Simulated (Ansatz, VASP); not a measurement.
# MgCd3Se4 in VASP and in Ansatz

```xyz
8
Lattice="5.1339 0.0000 0.0000 -2.5669 4.4460 0.0000 0.0000 0.0000 8.5483" Properties=species:S:1:pos:R:3 pbc="T T T"
Mg    0.0000    0.0000    1.1477
Cd    0.0000    0.0000    4.7796
Cd    0.0000    2.9640    6.8239
Cd    2.5669    1.4820    6.8239
Se    0.0000    2.9640    3.9144
Se    2.5669    1.4820    3.9144
Se    0.0000    2.9640    1.1316
Se    2.5669    1.4820    1.1316
```

Alike in both runs: functional PBE; k mesh 3 × 3 × 2; occupations gaussian, width 0.15 eV; no spin polarisation.

Ansatz relaxed the structure, and its values are those at the end. VASP's run is a single point on that final structure, the one shown.

|  | VASP | Ansatz |
| --- | --- | --- |
| version | VASP 6.6.1 | Ansatz 0.2.0 |
| potentials or method | VASP PAW PBE potentials, release 64 (Mg, Cd, Se), cutoff 600 eV | scalar-relativistic, plane waves, PAW |
| valence electrons in the cell | 62 | 134 |

VASP gave:

* gap on the k mesh at the Fermi level (eV): none
* pressure (GPa): 0.2
* rms of the force components (eV/Å): 0.023

**Question.** Which values does Ansatz return?

**Answer.** gap on the k mesh at the Fermi level (eV): none; pressure (GPa): 0.2; rms of the force components (eV/Å): 0.028.

A gap of «none» marks a metal or a gap that the smearing closes. VASP's potentials hold 62 valence electrons a cell and Ansatz's 134, so a difference there can come from the potentials and not from the codes.

The k mesh is coarse, so the values compare programs but aren't converged.
